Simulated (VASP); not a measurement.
**SrO: single point with PBE**

The system is SrO.

```
Sr O
1.0
     2.16586    3.75139    5.22344
     2.16586    3.75139   -5.22344
    -6.49759    3.75139    0.00000
Sr O
8 8
Direct
  0.68491 0.74180 0.15526
  0.98340 0.06419 0.64662
  0.20192 0.27752 0.16526
  0.47355 0.54926 0.69216
  0.48294 0.03172 0.84512
  0.71703 0.26818 0.34481
  0.00286 0.54862 0.81214
  0.19604 0.77104 0.34417
  0.43000 0.01392 0.18942
  0.76761 0.29269 0.67114
  0.96478 0.53258 0.11436
  0.24123 0.79071 0.67554
  0.72626 0.79111 0.84447
  0.97107 0.02454 0.32182
  0.25384 0.27944 0.80855
  0.44667 0.50094 0.34444
```

This cell differs from its parent crystal: dynamics (nve) at 1200 K, volume x 1.04, from the last frame before.

```yaml
Program: VASP 6.6.1
Task: single point
Functional: PBE
Potentials_or_basis: VASP PAW PBE potentials, release 64 (Sr_sv, O)
Cutoff: 520 eV
k_mesh: 2 × 2 × 2, shifted
Occupations: fermi-dirac, width 0.1034 eV
Spin: no spin polarisation
```

```yaml
Pressure: 0.0 GPa
Largest_force: 2.078 eV/Å
Band_gap_on_the_k_mesh: 3.26 eV (least direct gap 3.35 eV)
```

Forces in eV/Å, atoms in the order of the input:
```
Sr   0.064  1.074  0.187
Sr  -1.044  0.158  1.251
Sr   0.372 -0.257  0.534
Sr   1.415 -0.334  0.899
Sr   0.260  0.304 -0.511
Sr   0.183 -0.845 -0.568
Sr  -0.733 -0.379 -0.795
Sr   0.490 -0.122  0.136
O    0.749  0.393  0.627
O    0.157 -0.882 -0.738
O   -1.968  0.659  0.114
O    0.730  0.252 -0.087
O    0.464 -0.100 -0.157
O   -0.514 -0.389 -0.555
O   -0.862  0.113 -0.354
O    0.236  0.355  0.017
```

Stress tensor (GPa, compression positive):
```
 0.40  0.28 -0.36
 0.28 -0.14 -0.21
-0.36 -0.21 -0.21
```

Levels at points of the mesh, in eV from the valence-band top:
| k point | band 60 | band 61 | band 62 | band 63 | band 64 | band 65 | band 66 | band 67 | band 68 | band 69 |
| --- | --- | --- | --- | --- | --- | --- | --- | --- | --- | --- |
| (0.25, 0.25, 0.25) | -0.32 | -0.22 | -0.20 | -0.10 | -0.01 | 3.54 | 3.83 | 4.02 | 4.53 | 4.79 |

Run time: 2.3 min on 1 thread of Intel(R) Xeon(R) Platinum 8488C (Sapphire Rapids), on a shared host, peak memory 0.37 GiB.

Caveat: the atoms stand as in a frame of molecular dynamics; a shifted mesh leaves out Γ, where band edges can lie; forces of over 1 eV/Å act on the atoms, so gaps and moduli don't describe the material at rest. A k mesh can miss the band edges.
